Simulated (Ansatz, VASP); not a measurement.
## Sr: VASP beside Ansatz

INCAR

```
SYSTEM = Sr
ALGO     = Normal         ! electronic algorithm
EDIFF    = 1E-6           ! SCF threshold, eV
ENCUT    = 520            ! plane-wave cutoff, eV
GGA      = PE             ! functional
ISIF     = 2              ! what is computed and relaxed
ISMEAR   = -1             ! smearing method
LASPH    = .True.         ! aspherical terms in the spheres
LCHARG   = .False.        ! write CHGCAR
LREAL    = .False.        ! projectors in reciprocal space
LWAVE    = .False.        ! write WAVECAR
NBANDS   = 17             ! bands
NELM     = 100            ! most SCF steps
PREC     = Accurate       ! precision mode
SIGMA    = 0.1            ! smearing width, eV
```

KPOINTS

```
k-points
0
Gamma
  12 12 12
  0 0 0
```

POSCAR

```
Sr
1.0
   -3.4037868150      3.4037868150      1.8374403249
    3.4037868150     -3.4037868150      1.8374403249
    3.4037868150      3.4037868150     -1.8374403249
Sr
2
Direct
   -0.3750000000     -0.1250000000     -0.2500000000
    0.3750000000      0.1250000000      0.2500000000
```

Input for Ansatz:

```yaml
crystal:
  lattice:
    - [-3.403786815, 3.403786815, 1.8374403249]
    - [3.403786815, -3.403786815, 1.8374403249]
    - [3.403786815, 3.403786815, -1.8374403249]
  atoms:
    - { symbol: Sr, position: [-0.375, -0.125, -0.25] }
    - { symbol: Sr, position: [0.375, 0.125, 0.25] }
kpoints:
  mp_grid: { grid: [12, 12, 12] }
scf:
  occupations: { method: fermi_dirac, width: 0.1 }
hamiltonian:
  xc: pbe
  pseudopotentials: { kind: all_electron, lapw: { basis_error: 0.001 } }
output:
  forces: true
  stress: true
  eigenvalues: true
  populations: true
```

Change from the starting cell: volume scaled by 0.76, LAPW.

Alike in both runs: task single point; functional PBE; k mesh 12 × 12 × 12; occupations fermi-dirac, width 0.1 eV; no spin polarisation.

|  | VASP | Ansatz |
| --- | --- | --- |
| version | VASP 6.6.1 | Ansatz 0.2.0 |
| potentials or method | VASP PAW PBE potentials, release 64 (Sr_sv), cutoff 520 eV | all-electron LAPW, scalar-relativistic |

|  | VASP | Ansatz | Ansatz less VASP |
| --- | --- | --- | --- |
| pressure (GPa) | 3.5 | 3.5 | -0.02 |
| traceless stress, the component that is largest in VASP (GPa) | 0.09 | 0.09 | +0.004 |

Ansatz ran all-electron here, and VASP with PAW potentials.
